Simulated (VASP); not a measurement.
## GaAs: single point with PBE

GaAs:

```xyz
2
Lattice="0.0000 2.8331 2.8331 2.8331 0.0000 2.8331 2.8331 2.8331 0.0000" Properties=species:S:1:pos:R:3 pbc="T T T"
Ga    0.0000    0.0000    0.0000
As    1.4165    1.4165    1.4165
```

```yaml
Program: VASP 6.6.1
Task: single point
Functional: PBE
Potentials_or_basis: VASP PAW PBE potentials, release 64 (Ga_d, As)
Cutoff: 520 eV
k_mesh: 4 × 4 × 4
Occupations: gaussian, width 0.01 eV
Spin: no spin polarisation
Dipole_correction: no
Further_INCAR_settings: ALGO = Normal; EDIFF = 1e-06; NBANDS = 16
```

```json
{"Pressure": "3.2 GPa", "Band gap on the k mesh": "0.46 eV, direct"}
```

Levels at points of the mesh, in eV from the valence-band top:
```tsv
k point	band 7	band 8	band 9	band 10	band 11	band 12
(0.00, 0.00, 0.00)	0.00	0.00	0.00	0.46	3.69	3.69
(0.50, 0.00, 0.00)	-6.63	-1.14	-1.14	0.96	4.60	4.60
(0.50, 0.50, 0.00)	-6.82	-2.67	-2.67	1.45	1.64	10.09
```

Wall time 5.8 s on 1 thread of Intel(R) Xeon(R) Platinum 8488C (Sapphire Rapids), with other jobs on the host, peak memory 0.16 GiB.

Caveat: the k points lie up to 0.48 Å⁻¹ apart.
